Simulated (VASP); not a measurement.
# C (Fmmm) in VASP: further runs

C is run at these levels: r2SCAN; tasks: single point.

All numbers are computed with VASP 6.6.1; they aren't measurements. Logs are shortened: lines on timing, memory, paths and dates and some standing lists are left out, and cuts for length are marked.

## 1. The cell of the first run

The structure is orthorhombic, space group Fmmm (No. 69). The conventional cell has a = 2.640 Å, b = 4.573 Å, c = 6.696 Å, α = 90.00°, β = 90.00°, γ = 90.00°. C (site symmetry m2m) has 3 C at 1.52 Å within 2.0 Å.

## 2. Single point, r2SCAN (strain +0.0750 x Voigt [1, 1, 0, 0, 0, 0])

POSCAR

```
C
1.0
    0.0000000000      2.2865250000      3.3480000000
    1.3201000000      0.0000000000      3.3480000000
    1.3201000000      2.2865250000      0.0000000000
C
2
Direct
    0.1666700000      0.8333300000      0.1666700000
    0.8333300000      0.1666700000      0.8333300000
```

INCAR.step1

```
SYSTEM = C
ALGO     = Normal         ! electronic algorithm
EDIFF    = 1E-4           ! SCF threshold, eV
ENCUT    = 520            ! plane-wave cutoff, eV
GGA      = PE             ! functional
ISMEAR   = 0              ! smearing method
LASPH    = .True.         ! aspherical terms in the spheres
LCHARG   = .False.        ! write CHGCAR
LREAL    = .False.        ! projectors in reciprocal space
LWAVE    = .True.         ! write WAVECAR
NBANDS   = 11             ! bands
NELM     = 60             ! most SCF steps
PREC     = Accurate       ! precision mode
SIGMA    = 0.05           ! smearing width, eV
```

INCAR.step2

```
SYSTEM = C
ALGO     = Normal         ! electronic algorithm
EDIFF    = 1E-6           ! SCF threshold, eV
ENCUT    = 520            ! plane-wave cutoff, eV
ISIF     = 2              ! what is computed and relaxed
ISMEAR   = 0              ! smearing method
ISTART   = 1            
LASPH    = .True.         ! aspherical terms in the spheres
LCHARG   = .False.        ! write CHGCAR
LMIXTAU  = .True.       
LREAL    = .False.        ! projectors in reciprocal space
LWAVE    = .False.        ! write WAVECAR
METAGGA  = R2SCAN         ! meta-GGA
NBANDS   = 11             ! bands
NELM     = 60             ! most SCF steps
PREC     = Accurate       ! precision mode
SIGMA    = 0.05           ! smearing width, eV
```

KPOINTS

```
k-points
0
Gamma
  14 14 14
  0 0 0
```

Potentials or basis: VASP PAW PBE potentials, release 64 (C).

Run with:

```
> cat potpaw_PBE.64/C/POTCAR > POTCAR
> cp INCAR.step1 INCAR
> mpirun -np 1 vasp_std > vasp.out
> cp INCAR.step2 INCAR
> mpirun -np 1 vasp_std > vasp.out
```

OUTCAR:

```text
SYSTEM = C
   EDIFF = 1E-6
   ENCUT = 520
   ISIF = 2
   ISMEAR = 0
   ISTART = 1
   LASPH = .True.
   LREAL = .False.
   METAGGA = R2SCAN
   NELM = 60
   PREC = Accurate

 ion  position               nearest neighbor table
   1  0.167  0.833  0.167-   2 1.52   2 1.52   2 1.52
   2  0.833  0.167  0.833-   1 1.52   1 1.52   1 1.52

  LATTYP: Found a face centered orthorhombic cell.
 ALAT       =     2.6402000000
 B/A-ratio  =     1.7320846906
 C/A-ratio  =     2.5361715022

  Lattice vectors:

 A1 = (   0.0000000000,   2.2865250000,   3.3480000000)
 A2 = (   1.3201000000,   0.0000000000,   3.3480000000)
 A3 = (   1.3201000000,   2.2865250000,   0.0000000000)

Analysis of symmetry for initial positions (statically):
=====================================================================
 Subroutine PRICEL returns:
 Original cell was already a primitive cell.

 Routine SETGRP: Setting up the symmetry group for a
 face centered orthorhombic supercell.

 Subroutine GETGRP returns: Found  8 space group operations
 (whereof  8 operations were pure point group operations)
 out of a pool of  8 trial point group operations.

The static configuration has the point symmetry D_2h.

Analysis of symmetry for dynamics (positions and initial velocities):
=====================================================================
 Subroutine PRICEL returns:
 Original cell was already a primitive cell.

 Routine SETGRP: Setting up the symmetry group for a
 face centered orthorhombic supercell.

 Subroutine GETGRP returns: Found  8 space group operations
 (whereof  8 operations were pure point group operations)
 out of a pool of  8 trial point group operations.

The dynamic configuration has the point symmetry D_2h.

 Subroutine INISYM returns: Found  8 space group operations
 (whereof  8 operations are pure point group operations),
 and found     1 'primitive' translations

----------------------------------------------------------------------------------------

                                     Primitive cell

  volume of cell :      20.2115

  direct lattice vectors                    reciprocal lattice vectors
     0.000000000  2.286525000  3.348000000    -0.378759185  0.218672440  0.149342891
     1.320100000  0.000000000  3.348000000     0.378759185 -0.218672440  0.149342891
     1.320100000  2.286525000  0.000000000     0.378759185  0.218672440 -0.149342891

  length of vectors
     4.054294091  3.598856486  2.640238736     0.462146573  0.462146573  0.462146573

  position of ions in fractional coordinates (direct lattice)
     0.166670000  0.833330000  0.166670000
     0.833330000  0.166670000  0.833330000

  ion indices of the primitive-cell ions
   primitive index   ion index
                 1           1
                 2           2

----------------------------------------------------------------------------------------

 KPOINTS: k-points

Automatic generation of k-mesh.
 Grid dimensions read from file:
 generate k-points for:   14   14   14

 Generating k-lattice:

  Cartesian coordinates                     Fractional coordinates (reciprocal lattice)
    -0.027054227  0.015619460  0.010667349     0.071428571  0.000000000  0.000000000
     0.027054227 -0.015619460  0.010667349    -0.000000000  0.071428571 -0.000000000
     0.027054227  0.015619460 -0.010667349     0.000000000  0.000000000  0.071428571

  Length of vectors
     0.033010470  0.033010470  0.033010470

  Shift w.r.t. Gamma in fractional coordinates (k-lattice)
     0.000000000  0.000000000  0.000000000

 Subroutine IBZKPT returns following result:
 ===========================================

 Found    428 irreducible k-points:

 Following reciprocal coordinates:
            Coordinates               Weight
  0.000000  0.000000  0.000000      1.000000
  0.071429  0.000000  0.000000      8.000000
  0.142857 -0.000000  0.000000      8.000000
  0.214286  0.000000  0.000000      8.000000
  0.285714  0.000000  0.000000      8.000000
  0.357143  0.000000  0.000000      8.000000
[... 16 lines left out ...]
  0.214286  0.142857  0.000000      8.000000
  0.285714  0.142857  0.000000      8.000000
 [... further k-points ...]
   k-points           NKPTS =    428   k-points in BZ     NKDIM =    428   number of bands    NBANDS=     11
   number of dos      NEDOS =    301   number of ions     NIONS =      2
   total plane-waves  NPLWV =  16800
   dimension x,y,z NGX =    30 NGY =   28 NGZ =   20
   dimension x,y,z NGXF=    60 NGYF=   56 NGZF=   40
   ions per type =               2
   NGX,Y,Z   is equivalent  to a cutoff of  12.30, 12.93, 12.59 a.u.
   NGXF,Y,Z  is equivalent  to a cutoff of  24.60, 25.87, 25.19 a.u.
 SYSTEM =  C
   PREC   = accura    normal or accurate (medium, high low for compatibility)
   ISTART =      1    job   : 0-new  1-cont  2-samecut
   ICHARG =      0    charge: 1-file 2-atom 10-const
   ISPIN  =      1    spin polarized calculation?
   LNONCOLLINEAR =      F non collinear calculations
   LSORBIT =      F    spin-orbit coupling
   LASPH  =      T    aspherical Exc in radial PAW
   ENCUT  =  520.0 eV  38.22 Ry    6.18 a.u.   7.54  6.69  4.91*2*pi/ulx,y,z
   NELM   =     60;   NELMIN=  2; NELMDL=  0     # of ELM steps
   EDIFF  = 0.1E-05   stopping-criterion for ELM
   LREAL  =      F    real-space projection
[... 7 lines left out ...]
   TEBEG  =    0.0;   TEEND  =   0.0 temperature during run
   PSTRESS=    0.0 pullay stress
   NELECT =       8.0000    total number of electrons
   NUPDOWN=      -1.0000    fix difference up-down
   EMIN   =  10.00;   EMAX   =-10.00  energy-range for DOS
   EFERMI =   0.00;   METHOD = LEGACY
   ISMEAR =     0;   SIGMA  =   0.05  broadening in eV -4-tet -1-fermi 0-gaus
   EFERMI_NEDOS =   21; number of points for ismear=-14 and -15
   IALGO  =     38    algorithm
   IMIX   =      4    mixing-type and parameters
     AMIX     =   0.40;   BMIX     =  1.00
     AMIX_MAG =   1.60;   BMIX_MAG =  1.00
  volume/ion in A,a.u.               =      10.11        68.20
  Fermi-wavevector in a.u.,A,eV,Ry     =   1.202003  2.271456 19.657838  1.444810
  Thomas-Fermi vector in A             =   2.337796
   LORBIT       =      0    0 simple, 1 ext, 2 COOP (PROOUT), +10 PAW based schemes
   METAGGA = R2SCAN    functional components
   LHFCALC =     F    Hartree Fock is set to
   AEXX    =    0.0000 exact exchange contribution
   IVDW    =     0    specifies the selected vdW correction
   LEPSILON=     F    determine dielectric tensor
   LRPA    =     F    only Hartree local field effects (RPA)
 non-spin polarized calculation
 Gauss-broadening in eV      SIGMA  =   0.05
  energy-cutoff  :      520.00
  volume of cell :       20.21
 maximum number of plane-waves:       562
   NGX = 15   NGY = 13   NGZ =  9

 number of electron       8.0000000 magnetization

 Free energy of the ion-electron system (eV)
  ---------------------------------------------------
  ext. energy  EPLUGINS =         0.00000000
  ---------------------------------------------------
  free energy    TOTEN  =       -19.22488710 eV

  energy without entropy =      -19.22485375  energy(sigma->0) =      -19.22487042

 E-fermi :   3.7880     XC(G=0): -10.6655

 val. band max:        3.7527404432   @ k =   0.5000  -0.1429   0.3571
 cond. band min:       3.8587113968   @ k =  -0.1429   0.2143   0.2857
 fundamental gap:      0.1059709536
 Fermi energy:         3.7880282447

 k-point     1 :       0.0000    0.0000    0.0000
  band No.  band energies     occupation
      1     -15.7807      2.00000
      2      -2.0508      2.00000
      3       0.2466      2.00000
      4       0.2866      2.00000
      5       8.7823      0.00000
      6      10.8449      0.00000
      7      10.9497      0.00000
      8      12.0357      0.00000
      9      13.2859      0.00000
     10      24.7342      0.00000
     11      28.4110      0.00000

 k-point     2 :       0.0714    0.0000    0.0000
  band No.  band energies     occupation
      1     -15.6633      2.00000
      2      -1.9641      2.00000
      3      -0.2164      2.00000
      4       0.0412      2.00000
      5       8.9830      0.00000
      6      10.8961      0.00000
      7      11.3270      0.00000
      8      12.3943      0.00000
      9      12.9150      0.00000
     10      25.0661      0.00000
     11      26.8167      0.00000

 k-point     3 :       0.1429   -0.0000    0.0000
  band No.  band energies     occupation
      1     -15.3129      2.00000
      2      -1.7020      2.00000
      3      -1.4754      2.00000
      4      -0.5012      2.00000
      5       9.5736      0.00000
      6      10.6493      0.00000
      7      11.8842      0.00000
      8      12.5425      0.00000
      9      13.5260      0.00000
     10      24.4018      0.00000
     11      25.9994      0.00000

 k-point     4 :       0.2143    0.0000    0.0000
  band No.  band energies     occupation
      1     -14.7343      2.00000
      2      -3.1326      2.00000
      3      -1.2601      2.00000
      4      -1.1624      2.00000
      5      10.1880      0.00000
      6      10.3787      0.00000
      7      10.6216      0.00000
      8      14.2862      0.00000
      9      15.1069      0.00000
     10      22.4766      0.00000
     11      26.2478      0.00000
[... 239 lines left out ...]
 k-point    22 :       0.1429    0.1429    0.0000
  band No.  band energies     occupation
      1     -15.7211      2.00000
      2      -2.5433      2.00000
      3       0.2502      2.00000
      4       0.2758      2.00000
      5       9.8069      0.00000
      6      10.8565      0.00000
      7      10.9226      0.00000
      8      11.9997      0.00000
      9      13.3305      0.00000
     10      24.5960      0.00000
     11      28.5380      0.00000

 k-point    23 :       0.2143    0.1429    0.0000
  band No.  band energies     occupation
      1     -15.5776      2.00000
      2      -2.6464      2.00000
      3      -0.2297      2.00000
      4       0.0404      2.00000
      5      10.4485      0.00000
      6      10.8932      0.00000
      7      11.3200      0.00000
      8      12.3251      0.00000
      9      13.0033      0.00000
     10      24.8023      0.00000
     11      27.2865      0.00000

 k-point    24 :       0.2857    0.1429    0.0000
  band No.  band energies     occupation
      1     -15.2063      2.00000
      2      -2.5107      2.00000
      3      -1.5038      2.00000
      4      -0.5014      2.00000
      5      10.6259      0.00000
      6      11.4091      0.00000
      7      12.0120      0.00000
      8      12.5561      0.00000
      9      13.4502      0.00000
     10      24.6057      0.00000
     11      26.1735      0.00000

 [... further k-points ...]

------------------------ aborting loop because EDIFF is reached ----------------------------------------

  FORCE on cell =-STRESS in cart. coord.  units (eV):
  Direction    XX          YY          ZZ          XY          YZ          ZX
  --------------------------------------------------------------------------------------
  -------------------------------------------------------------------------------------
  Total       -8.4787344     -8.4930965      0.2925710      0.0000000      0.0000000      0.0000000
  in kB     -672.1146826   -673.2531779     23.1922868      0.0000000      0.0000000      0.0000000
  external PRESSURE =    -440.7251912 kB  Pullay stress =       0.0000000 kB

 VOLUME and BASIS-vectors are now :
 -----------------------------------------------------------------------------
  energy-cutoff  :      520.00
  volume of cell :       20.21
      direct lattice vectors                 reciprocal lattice vectors
     0.000000000  2.286525000  3.348000000    -0.378759185  0.218672440  0.149342891
     1.320100000  0.000000000  3.348000000     0.378759185 -0.218672440  0.149342891
     1.320100000  2.286525000  0.000000000     0.378759185  0.218672440 -0.149342891

 POSITION                                       TOTAL-FORCE (eV/Angst)
 -----------------------------------------------------------------------------------
      1.32010      0.76219      3.34800         0.000000      0.031479      0.000000
      1.32010      3.81086      3.34800         0.000000     -0.031479      0.000000
 -----------------------------------------------------------------------------------
    total drift:                               -0.000000     -0.000000     -0.000000

  FREE ENERGIE OF THE ION-ELECTRON SYSTEM (eV)
  ---------------------------------------------------
  free  energy   TOTEN  =       -19.2248870963 eV

  energy  without entropy=      -19.2248537451  energy(sigma->0) =      -19.22487042
```

Run time: 3.7 min. Hardware: 1 thread of Intel Xeon 6975P-C (Granite Rapids), shared host; peak memory 0.2 GiB.

Results:

| Quantity | Value |
| --- | --- |
| Free energy | -19.2249 eV |
| Pressure | -44.1 GPa |
| Largest force | 0.031 eV/Å |
| Band gap on the k mesh | 0.11 eV, indirect (least direct gap 0.14 eV) |

Forces on the atoms (eV/Å):
```
C    0.000  0.031  0.000
C    0.000 -0.031  0.000
```

Levels at points of the mesh, in eV from the valence-band top:
```csv
k point,band 1,band 2,band 3,band 4,band 5,band 6,band 7,band 8,band 9
"(0.00, 0.00, 0.00)",-19.53,-5.80,-3.51,-3.47,5.03,7.09,7.20,8.28,9.53
"(0.50, 0.00, 0.00)",-14.78,-13.02,-6.45,-2.41,1.34,5.40,12.11,13.71,16.96
"(0.50, 0.50, 0.00)",-19.20,-7.99,-3.52,-3.49,7.06,7.14,8.15,9.72,11.56
"(0.50, 0.00, 0.50)",-14.91,-13.13,-6.41,-1.51,2.16,5.62,11.13,11.28,16.97
"(0.00, 0.50, 0.50)",-14.64,-12.91,-6.49,-3.18,0.63,5.20,13.19,16.94,17.22
```

Caveat: the cell differs from its parent crystal (strain +0.0750 x Voigt [1, 1, 0, 0, 0, 0]); the PAW data sets were made with another functional, which shifts forces and pressure a little.

(Part 1 of 3 ends here.)
